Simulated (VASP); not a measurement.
**P: single point with PBEsol**

P, a slab with vacuum:

```
CELL_PARAMETERS angstrom
3.28373 0.00000 0.00000
0.00000 34.85703 0.00000
0.00000 0.00000 4.63208
ATOMIC_POSITIONS crystal
P 0.00000 0.97262 0.60007
P 0.00000 0.02738 0.39993
P 0.50000 0.02738 0.10007
P 0.50000 0.97262 0.89993
```

This cell differs from its parent crystal: mode 7 (349.0 1/cm) frozen in, largest displacement -0.090 Å.

- Program: VASP 6.6.1
- Task: single point
- Functional: PBEsol
- Potentials or basis: VASP PAW PBE potentials, release 64 (P)
- Cutoff: 520 eV
- k mesh: 8 × 1 × 6
- Occupations: gaussian, width 0.05 eV
- Spin: no spin polarisation
- Dipole correction: no
- Further INCAR settings: ALGO = Normal; EDIFF = 1e-06; NBANDS = 18

```json
{"Largest force": "1.548 eV/Å", "Band gap on the k mesh": "0.98 eV, indirect (least direct gap 1.05 eV)"}
```

Forces in eV/Å, atoms in the order of the input:
```
P    0.000 -1.435 -0.580
P    0.000  1.435  0.580
P    0.000  1.435 -0.580
P    0.000 -1.435  0.580
```

Levels at points of the mesh, in eV from the valence-band top:
```csv
k point,band 6,band 7,band 8,band 9,band 10,band 11,band 12,band 13,band 14,band 15
"(0.00, 0.00, 0.00)",-4.39,-4.26,-2.38,-1.50,-0.08,0.98,1.40,2.19,2.77,4.37
"(0.50, 0.00, 0.00)",-5.86,-3.06,-3.06,-2.16,-2.16,1.17,1.17,2.43,2.43,4.33
"(0.00, 0.00, 0.50)",-3.39,-2.83,-2.83,-1.99,-1.99,1.70,1.70,3.60,3.60,4.21
"(0.50, 0.00, 0.50)",-5.54,-4.75,-4.75,-0.94,-0.94,2.41,2.41,3.42,3.42,4.80
```

Wall time 2.2 min on 1 thread of AMD EPYC 9R45 96-Core Processor (Zen 5) (shared host), peak memory 0.53 GiB.

Caveat: the cell differs from its parent crystal (mode 7 (349.0 1/cm) frozen in, largest displacement -0.090 Å); the PAW data sets were made with another functional, which shifts forces and pressure a little.
